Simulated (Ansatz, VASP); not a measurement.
# Mg: VASP beside Ansatz

```
Mg
1.0
     5.44231    0.00000    0.00000
     0.00000    5.44230    0.00902
     0.00000   -2.71855    1.57867
Mg
2
Direct
  0.25000 0.33213 0.99864
  0.75000 0.66787 0.00136
```

Change from the starting cell: band edges of the strained film's bulk.

Alike in both runs: task single point; functional PBE; k mesh 7 × 7 × 22; occupations gaussian, width 0.1 eV; no spin polarisation.

```csv
,VASP,Ansatz
version,VASP 6.6.1,Ansatz 0.2.0
potentials or method,"VASP PAW PBE potentials, release 64 (Mg), cutoff 520 eV","scalar-relativistic, plane waves, PAW"
valence electrons in the cell,4,20
```

|  | VASP | Ansatz | Ansatz less VASP |
| --- | --- | --- | --- |
| gap on the k mesh at the Fermi level (eV) | none | none | - |
| pressure (GPa) | -0.7 | -0.5 | +0.12 |
| traceless stress, the component that is largest in VASP (GPa) | -1.59 | -1.59 | -0.004 |

A gap of «none» marks a metal or a gap that the smearing closes. With one functional, cell and mesh, what is left measures potentials, basis and numerics. VASP's potentials hold 4 valence electrons a cell and Ansatz's 20, so a difference there can come from the potentials and not from the codes.
